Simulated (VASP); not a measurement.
# Te (P6_3/mmc) in VASP: single point with PBEsol

Aim: the single point of Te with PBEsol.

Program: VASP 6.6.1. These are calculated values, not measurements. Logs are shortened: lines on timing, memory, paths and dates and some standing lists are left out, and cuts for length are marked.

## 1. The cell of the first run

The structure is hexagonal, space group P6_3/mmc (No. 194). The conventional cell has a = 3.312 Å, b = 3.312 Å, c = 4.701 Å, α = 90.00°, β = 90.00°, γ = 120.00°. Te (site symmetry -6m2) has 12 Te at 3.03 to 3.31 Å within 4.0 Å.

This isn't the form of Te at room conditions, which is trigonal, of chains.

## 2. Single point, PBEsol

The input, INCAR:

```
SYSTEM = Te
ALGO     = Normal         ! electronic algorithm
EDIFF    = 1E-7           ! SCF threshold, eV
ENCUT    = 520            ! plane-wave cutoff, eV
GGA      = PS             ! functional
ISIF     = 2              ! what is computed and relaxed
ISMEAR   = -1             ! smearing method
LASPH    = .True.         ! aspherical terms in the spheres
LCHARG   = .False.        ! write CHGCAR
LREAL    = .False.        ! projectors in reciprocal space
LWAVE    = .False.        ! write WAVECAR
NBANDS   = 13             ! bands
NELM     = 80             ! most SCF steps
PREC     = Accurate       ! precision mode
SIGMA    = 0.1            ! smearing width, eV
```

The input, KPOINTS:

```
k-points
0
Gamma
  14 14 8
  0 0 0
```

The input, POSCAR:

```
Te
1.0
    3.3118962230      0.0000000000      0.0000000000
   -1.6559481115      2.8681862638      0.0000000000
    0.0000000000      0.0000000000      4.7013783061
Te
2
Direct
    0.3333333333      0.6666666667      0.2500000000
    0.6666666667      0.3333333333      0.7500000000
```

Potentials or basis: VASP PAW PBE potentials, release 64 (Te).

Run with:

```console
$ cat potpaw_PBE.64/Te/POTCAR > POTCAR
$ mpirun -np 1 vasp_std > vasp.out
```

OUTCAR:

```text
SYSTEM = Te
   EDIFF = 1E-7
   ENCUT = 520
   GGA = PS
   ISIF = 2
   ISMEAR = -1
   LASPH = .True.
   LREAL = .False.
   NELM = 80
   PREC = Accurate

 ion  position               nearest neighbor table
   1  0.333  0.667  0.250-   2 3.03   2 3.03   2 3.03   2 3.03   2 3.03   2 3.03
   2  0.667  0.333  0.750-   1 3.03   1 3.03   1 3.03   1 3.03   1 3.03   1 3.03

  LATTYP: Found a hexagonal cell.
 ALAT       =     3.3118962230
 C/A-ratio  =     1.4195427603

  Lattice vectors:

 A1 = (   3.3118962230,   0.0000000000,   0.0000000000)
 A2 = (  -1.6559481115,   2.8681862638,   0.0000000000)
 A3 = (   0.0000000000,   0.0000000000,   4.7013783061)

Analysis of symmetry for initial positions (statically):
=====================================================================
 Subroutine PRICEL returns:
 Original cell was already a primitive cell.

 Routine SETGRP: Setting up the symmetry group for a
 hexagonal supercell.

 Subroutine GETGRP returns: Found 24 space group operations
 (whereof 12 operations were pure point group operations)
 out of a pool of 24 trial point group operations.

The static configuration has the point symmetry D_3d.
 The point group associated with its full space group is D_6h.

Analysis of symmetry for dynamics (positions and initial velocities):
=====================================================================
 Subroutine PRICEL returns:
 Original cell was already a primitive cell.

 Routine SETGRP: Setting up the symmetry group for a
 hexagonal supercell.

 Subroutine GETGRP returns: Found 24 space group operations
 (whereof 12 operations were pure point group operations)
 out of a pool of 24 trial point group operations.

The dynamic configuration has the point symmetry D_3d.
 The point group associated with its full space group is D_6h.

 Subroutine INISYM returns: Found 24 space group operations
 (whereof 12 operations are pure point group operations),
 and found     1 'primitive' translations

----------------------------------------------------------------------------------------

                                     Primitive cell

  volume of cell :      44.6590

  direct lattice vectors                    reciprocal lattice vectors
     3.311896223  0.000000000  0.000000000     0.301941828  0.174326196  0.000000000
    -1.655948112  2.868186264  0.000000000     0.000000000  0.348652391  0.000000000
     0.000000000  0.000000000  4.701378306     0.000000000  0.000000000  0.212703581

  length of vectors
     3.311896223  3.311896223  4.701378306     0.348652391  0.348652391  0.212703581

  position of ions in fractional coordinates (direct lattice)
     0.333333333  0.666666667  0.250000000
     0.666666667  0.333333333  0.750000000

  ion indices of the primitive-cell ions
   primitive index   ion index
                 1           1
                 2           2

----------------------------------------------------------------------------------------

 KPOINTS: k-points

Automatic generation of k-mesh.
 Grid dimensions read from file:
 generate k-points for:   14   14    8

 Generating k-lattice:

  Cartesian coordinates                     Fractional coordinates (reciprocal lattice)
     0.021567273  0.012451871  0.000000000     0.071428571  0.000000000  0.000000000
     0.000000000  0.024903742  0.000000000     0.000000000  0.071428571  0.000000000
     0.000000000  0.000000000  0.026587948     0.000000000  0.000000000  0.125000000

  Length of vectors
     0.024903742  0.024903742  0.026587948

  Shift w.r.t. Gamma in fractional coordinates (k-lattice)
     0.000000000  0.000000000  0.000000000

 Subroutine IBZKPT returns following result:
 ===========================================

 Found    120 irreducible k-points:

 Following reciprocal coordinates:
            Coordinates               Weight
  0.000000  0.000000  0.000000      1.000000
  0.071429  0.000000  0.000000      6.000000
  0.142857  0.000000  0.000000      6.000000
  0.214286  0.000000  0.000000      6.000000
  0.285714  0.000000  0.000000      6.000000
  0.357143  0.000000  0.000000      6.000000
[... 16 lines left out ...]
  0.285714  0.285714  0.000000      6.000000
  0.357143  0.285714  0.000000      6.000000
 [... further k-points ...]
   k-points           NKPTS =    120   k-points in BZ     NKDIM =    120   number of bands    NBANDS=     13
   number of dos      NEDOS =    301   number of ions     NIONS =      2
   total plane-waves  NPLWV =  28224
   dimension x,y,z NGX =    28 NGY =   28 NGZ =   36
   dimension x,y,z NGXF=    56 NGYF=   56 NGZF=   72
   ions per type =               2
   NGX,Y,Z   is equivalent  to a cutoff of  14.06, 14.06, 12.73 a.u.
   NGXF,Y,Z  is equivalent  to a cutoff of  28.11, 28.11, 25.46 a.u.
 SYSTEM =  Te
   PREC   = accura    normal or accurate (medium, high low for compatibility)
   ISTART =      0    job   : 0-new  1-cont  2-samecut
   ICHARG =      2    charge: 1-file 2-atom 10-const
   ISPIN  =      1    spin polarized calculation?
   LNONCOLLINEAR =      F non collinear calculations
   LSORBIT =      F    spin-orbit coupling
   LASPH  =      T    aspherical Exc in radial PAW
   ENCUT  =  520.0 eV  38.22 Ry    6.18 a.u.   6.16  6.16  8.74*2*pi/ulx,y,z
   NELM   =     80;   NELMIN=  2; NELMDL= -5     # of ELM steps
   EDIFF  = 0.1E-06   stopping-criterion for ELM
   LREAL  =      F    real-space projection
   EDIFFG = 0.1E-05   stopping-criterion for IOM
   NSW    =      0    number of steps for IOM
   IBRION =     -1    ionic relax: 0-MD 1-quasi-New 2-CG
   NFREE  =      0    steps in history (QN), initial steepest desc. (CG)
   ISIF   =      2    stress and relaxation
   ISYM   =      2    0-nonsym 1-usesym 2-fastsym
   POTIM  = 0.5000    time-step for ionic-motion
   TEBEG  =    0.0;   TEEND  =   0.0 temperature during run
   PSTRESS=    0.0 pullay stress
   NELECT =      12.0000    total number of electrons
   NUPDOWN=      -1.0000    fix difference up-down
   EMIN   =  10.00;   EMAX   =-10.00  energy-range for DOS
   EFERMI =   0.00;   METHOD = LEGACY
   ISMEAR =    -1;   SIGMA  =   0.10  broadening in eV -4-tet -1-fermi 0-gaus
   EFERMI_NEDOS =   21; number of points for ismear=-14 and -15
   IALGO  =     38    algorithm
   IMIX   =      4    mixing-type and parameters
     AMIX     =   0.40;   BMIX     =  1.00
     AMIX_MAG =   1.60;   BMIX_MAG =  1.00
  volume/ion in A,a.u.               =      22.33       150.69
  Fermi-wavevector in a.u.,A,eV,Ry     =   1.056409  1.996324 15.184106  1.116000
  Thomas-Fermi vector in A             =   2.191644
   LORBIT       =      0    0 simple, 1 ext, 2 COOP (PROOUT), +10 PAW based schemes
   GGA     = PS    functional components
   LHFCALC =     F    Hartree Fock is set to
   AEXX    =    0.0000 exact exchange contribution
   IVDW    =     0    specifies the selected vdW correction
   LEPSILON=     F    determine dielectric tensor
   LRPA    =     F    only Hartree local field effects (RPA)
 non-spin polarized calculation
  energy-cutoff  :      520.00
  volume of cell :       44.66
 maximum number of plane-waves:      1229
 NGX is ok and might be reduce to    28
   NGX = 13   NGY = 13   NGZ = 17

 number of electron      11.9999999 magnetization

 Free energy of the ion-electron system (eV)
  ---------------------------------------------------
  ext. energy  EPLUGINS =         0.00000000
  ---------------------------------------------------
  free energy    TOTEN  =        -6.09404888 eV

  energy without entropy =       -6.05865797  energy(sigma->0) =       -6.07635343

 E-fermi :  11.4778     XC(G=0): -11.2737

 val. band max:       11.4698430212   @ k =   0.2857   0.1429   0.0000
 cond. band min:      11.5306745313   @ k =   0.2857   0.2143   0.0000
 fundamental gap:      0.0608315100
 Fermi energy:        11.4777653371

 k-point     1 :       0.0000    0.0000    0.0000
  band No.  band energies     occupation
      1      -4.7465      2.00000
      2       1.1191      2.00000
      3       3.7147      2.00000
      4      12.1560      0.00227
      5      12.1560      0.00227
      6      14.6508      0.00000
      7      14.6508      0.00000
      8      16.8177      0.00000
      9      17.3955      0.00000
     10      19.2421      0.00000
     11      20.6624      0.00000
     12      20.6624      0.00000
     13      22.4718      0.00000

 k-point     2 :       0.0714    0.0000    0.0000
  band No.  band energies     occupation
      1      -4.6560      2.00000
      2       1.1811      2.00000
      3       3.8098      2.00000
      4      11.3039      1.70094
      5      11.8416      0.05124
      6      14.2704      0.00000
      7      14.8415      0.00000
      8      16.9694      0.00000
      9      17.4174      0.00000
     10      19.0457      0.00000
     11      20.5936      0.00000
     12      20.9833      0.00000
     13      22.0485      0.00000

 k-point     3 :       0.1429    0.0000    0.0000
  band No.  band energies     occupation
      1      -4.3855      2.00000
      2       1.3554      2.00000
      3       4.0934      2.00000
      4       9.6473      2.00000
      5      11.1861      1.89737
      6      13.2967      0.00000
      7      15.0679      0.00000
      8      15.8963      0.00000
      9      17.4114      0.00000
     10      19.3088      0.00000
     11      20.7759      0.00000
     12      21.0736      0.00000
     13      21.3523      0.00000

 k-point     4 :       0.2143    0.0000    0.0000
  band No.  band energies     occupation
      1      -3.9392      2.00000
      2       1.5948      2.00000
      3       4.5588      2.00000
      4       7.9424      2.00000
      5      10.4988      1.99989
      6      12.0713      0.00528
      7      14.5078      0.00000
      8      15.0168      0.00000
      9      16.2709      0.00000
     10      20.1117      0.00000
     11      20.6357      0.00000
     12      20.7558      0.00000
     13      21.5424      0.00000

 k-point     5 :       0.2857    0.0000    0.0000
  band No.  band energies     occupation
      1      -3.3267      2.00000
      2       1.7685      2.00000
      3       5.1920      2.00000
      4       6.5237      2.00000
      5       9.9048      2.00000
      6      10.7464      1.99867
      7      13.0283      0.00000
      8      14.7636      0.00000
      9      15.3106      0.00000
     10      19.3512      0.00000
     11      20.2838      0.00000
     12      20.7591      0.00000
     13      22.8154      0.00000
[... 257 lines left out ...]
 k-point    22 :       0.3571    0.2143    0.0000
  band No.  band energies     occupation
      1      -0.8602      2.00000
      2       0.6997      2.00000
      3       5.2641      2.00000
      4       7.5469      2.00000
      5       7.7169      2.00000
      6       8.6501      2.00000
      7       9.7544      2.00000
      8      11.2866      1.74247
      9      15.1316      0.00000
     10      18.3310      0.00000
     11      22.7163      0.00000
     12      24.3375      0.00000
     13      24.5046      0.00000

 k-point    23 :       0.2857    0.2857    0.0000
  band No.  band energies     occupation
      1      -0.8347      2.00000
      2       0.8174      2.00000
      3       5.0402      2.00000
      4       7.3818      2.00000
      5       7.7781      2.00000
      6       9.2018      2.00000
      7       9.8061      2.00000
      8      10.5333      1.99984
      9      14.7751      0.00000
     10      20.3175      0.00000
     11      20.7549      0.00000
     12      24.8782      0.00000
     13      26.0002      0.00000

 k-point    24 :       0.3571    0.2857    0.0000
  band No.  band energies     occupation
      1      -0.2713      2.00000
      2       0.3557      2.00000
      3       4.7700      2.00000
      4       8.0532      2.00000
      5       8.3817      2.00000
      6       8.5158      2.00000
      7       9.1954      2.00000
      8      10.2150      1.99999
      9      14.5358      0.00000
     10      20.4453      0.00000
     11      22.6823      0.00000
     12      22.7550      0.00000
     13      26.3080      0.00000

 [... further k-points ...]
[... 5 lines left out ...]
  --------------------------------------------------------------------------------------
  -------------------------------------------------------------------------------------
  Total        5.5990397      5.5990397      5.6353144      0.0000000     -0.0000000     -0.0000000
  in kB      200.8698964    200.8698964    202.1712806      0.0000000     -0.0000000     -0.0000000
  external PRESSURE =     201.3036912 kB  Pullay stress =       0.0000000 kB

 VOLUME and BASIS-vectors are now :
 -----------------------------------------------------------------------------
  energy-cutoff  :      520.00
  volume of cell :       44.66
      direct lattice vectors                 reciprocal lattice vectors
     3.311896223  0.000000000  0.000000000     0.301941828  0.174326196  0.000000000
    -1.655948112  2.868186264  0.000000000     0.000000000  0.348652391  0.000000000
     0.000000000  0.000000000  4.701378306     0.000000000  0.000000000  0.212703581

 POSITION                                       TOTAL-FORCE (eV/Angst)
 -----------------------------------------------------------------------------------
     -0.00000      1.91212      1.17534         0.000000      0.000000      0.000000
      1.65595      0.95606      3.52603         0.000000      0.000000      0.000000
 -----------------------------------------------------------------------------------
    total drift:                                0.000000     -0.000000      0.000000

  FREE ENERGIE OF THE ION-ELECTRON SYSTEM (eV)
  ---------------------------------------------------
  free  energy   TOTEN  =        -6.0940488791 eV

  energy  without entropy=       -6.0586579746  energy(sigma->0) =       -6.07635343
```

Run time: 44 s. Hardware: 1 thread of Intel Xeon Platinum 8259CL at 2.50GHz (Skylake/Cascade Lake), shared host; peak memory 0.21 GiB.

What came out:

```
Free energy            : -6.0940 eV
Pressure               : 20.1 GPa
Band gap on the k mesh : zero (bands 6 and 7 overlap by 5.46 eV)
```

Caveat: the cell stands under pressure; the PAW data sets were made with another functional, which shifts forces and pressure a little; spin-orbit coupling is left out, which moves the levels of the heavy elements.

The gap in the log of VASP goes by the Fermi energy; the results here count the filled bands.